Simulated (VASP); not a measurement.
Runs of VASP 6.6.1 on C. The structure is that of space group Fmmm (No. 69), or close to it. The cells are those of the table. 

| cell | pressure (GPa) | largest force (eV/Å) |
| --- | --- | --- |
| a = 3.967, b = 3.566, c = 2.456 Å, angles 80.1, 62.3, 37.6°, 2 atoms | 3.8 | 0.02 |
| a = 4.070, b = 3.659, c = 2.520 Å, angles 80.1, 62.3, 37.6°, 2 atoms | -16.5 | 0.02 |
| a = 3.858, b = 3.468, c = 2.389 Å, angles 80.1, 62.3, 37.6°, 2 atoms | (b) | 0.02 |
| a = 4.036, b = 3.628, c = 2.499 Å, angles 80.1, 62.3, 37.6°, 2 atoms | -10.6 | 0.02 |
| a = 3.895, b = 3.502, c = 2.412 Å, angles 80.1, 62.3, 37.6°, 2 atoms | 22.7 | 0.02 |
| a = 4.001, b = 3.598, c = 2.478 Å, angles 80.1, 62.3, 37.6°, 2 atoms | -3.9 | 0.02 |
| a = 3.931, b = 3.534, c = 2.434 Å, angles 80.1, 62.3, 37.6°, 2 atoms | (a) | 0.02 |

Alike in all rows: task single point; level PBE+D3(BJ); potentials or basis VASP PAW PBE potentials, release 64 (C); no spin polarisation; k mesh 14 × 14 × 14; cutoff (eV) 520; smearing fermi-dirac 0.1 eV.

Q: Estimate the missing entries.

A: (a) 12.6; (b) 33.9.

Caveats: three body term missing; the stress differs along the axes, from 0 to 6 GPa (at least some runs); the stress differs along the axes, from -25 to -0 GPa (at least some runs); the stress differs along the axes, from 2 to 50 GPa (at least some runs); the stress differs along the axes, from -16 to -0 GPa (at least some runs); the stress differs along the axes, from 1 to 33 GPa (at least some runs); the stress differs along the axes, from -6 to 0 GPa (at least some runs).
